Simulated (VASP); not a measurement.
# Ga2O3: single point with r2SCAN

Ga2O3:

```
Ga O
1.0
     2.52878    1.45999    4.54095
    -2.52878    1.45999    4.54095
     0.00000   -2.91998    4.54095
Ga O
4 6
Cartesian
  0.0000 0.0000 4.8476
  0.0000 0.0000 1.9639
  0.0000 0.0000 8.7753
  0.0000 0.0000 11.6590
  -0.9957 1.4600 7.9467
  -0.7666 -1.5923 7.9467
  1.7622 0.1323 7.9467
  0.9957 -1.4600 5.6762
  0.7666 1.5923 5.6762
  -1.7622 -0.1323 5.6762
```

```
Program                : VASP 6.6.1
Task                   : single point
Functional             : r2SCAN
Potentials or basis    : VASP PAW PBE potentials, release 64 (Ga_d, O)
Cutoff                 : 520 eV
k mesh                 : 9 × 9 × 9
Occupations            : gaussian, width 0.02 eV
Spin                   : no spin polarisation
Dipole correction      : no
Further INCAR settings : ALGO = Normal; EDIFF = 1e-07; NBANDS = 55
```

The pressure is -7.6 GPa, the largest force is 0.085 eV/Å and the band gap on the k mesh is 3.08 eV (least direct gap 3.31 eV).

Forces on the atoms (eV/Å):
```
Ga   0.000  0.000 -0.085
Ga   0.000  0.000  0.085
Ga   0.000  0.000  0.085
Ga   0.000  0.000 -0.085
O   -0.007  0.000  0.000
O    0.003 -0.006  0.000
O    0.003  0.006  0.000
O    0.007  0.000  0.000
O   -0.003  0.006  0.000
O   -0.003 -0.006  0.000
```

Stress tensor (GPa, compression positive):
```
-7.78  0.00  0.00
 0.00 -7.78  0.00
 0.00  0.00 -7.18
```

Levels at points of the mesh, in eV from the valence-band top:
| k point | band 40 | band 41 | band 42 | band 43 | band 44 | band 45 | band 46 | band 47 | band 48 | band 49 |
| --- | --- | --- | --- | --- | --- | --- | --- | --- | --- | --- |
| (0.00, 0.00, 0.00) | -0.30 | -0.30 | -0.28 | -0.22 | -0.22 | 3.08 | 7.09 | 7.33 | 9.32 | 10.78 |

Wall time 58 min on 1 thread of Oxide Virtual Turin-like Processor, on a shared host, peak memory 0.45 GiB.

Caveat: the cell stands under tension; the PAW data sets were made with another functional, which shifts forces and pressure a little. r2SCAN opens gaps a little over a GGA but as a rule still falls short of measured ones.
